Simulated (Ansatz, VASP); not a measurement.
## Two plane-wave programs on BN

File INCAR:

```
SYSTEM = BN
PREC = Accurate
ENCUT = 520
EDIFF = 1E-6
ISMEAR = 0
SIGMA = 0.05
LREAL = .FALSE.
LASPH = .TRUE.
NELM = 100
ALGO = Normal
ISIF = 2
LWAVE = .FALSE.
LCHARG = .TRUE.
LELF = .TRUE.
LVHAR = .TRUE.
NBANDS = 16
```

Contents of KPOINTS:

```
Automatic mesh
0
G
  12 12 4
  0 0 0
```

POSCAR

```
BN
1.0
    2.5286675572      0.0000000000      0.0000000000
   -1.2643337786      2.1898903423      0.0000000000
    0.0000000000      0.0000000000      6.2898076819
B N
2 2
Direct
    0.3333333333      0.6666666667      0.2500000000
    0.6666666667      0.3333333333      0.7500000000
    0.3333333333      0.6666666667      0.7500000000
    0.6666666667      0.3333333333      0.2500000000
```

Input for Ansatz:

```yaml
crystal:
  lattice:
    - [2.5286675572, 0.0, 0.0]
    - [-1.2643337786, 2.1898903423, 0.0]
    - [0.0, 0.0, 6.2898076819]
  atoms:
    - { symbol: B, position: [0.3333333333, 0.6666666667, 0.25] }
    - { symbol: B, position: [0.6666666667, 0.3333333333, 0.75] }
    - { symbol: "N", position: [0.3333333333, 0.6666666667, 0.75] }
    - { symbol: "N", position: [0.6666666667, 0.3333333333, 0.25] }
basis:
  ecutwfc: 520.0
kpoints:
  mp_grid: { grid: [12, 12, 4] }
hamiltonian:
  xc: lda
  pseudopotentials: { kind: paw, azcp: { folder: soft_1 } }
scf:
  occupations: { method: gaussian, width: 0.05 }
output:
  forces: true
  stress: true
  eigenvalues: true
```

Alike in both runs: task single point; functional LDA; k mesh 12 × 12 × 4; occupations gaussian, width 0.05 eV; no spin polarisation.

|  | VASP | Ansatz |
| --- | --- | --- |
| version | VASP 6.6.1 | Ansatz 0.2.0 |
| potentials or method | VASP PAW LDA potentials, release 64 (B, N), cutoff 520 eV | scalar-relativistic, plane waves, PAW |
| valence electrons in the cell | 16 | 16 |

Ansatz gave:

```
gap on the k mesh at the Fermi level (eV)                     : 3.92
least direct gap on the mesh (eV)                             : 4.25
pressure (GPa)                                                : -11.3
traceless stress, the component that is largest in VASP (GPa) : 12.27
```

Question: Which values does VASP return?

Answer: gap on the k mesh at the Fermi level (eV): 3.90; least direct gap on the mesh (eV): 4.24; pressure (GPa): -10.7; traceless stress, the component that is largest in VASP (GPa): 11.50.

Ansatz warns that its potentials were made for another functional, while VASP's fit it. LDA's correlation is that of Perdew and Zunger in VASP and of Perdew and Wang (1992) in Ansatz.
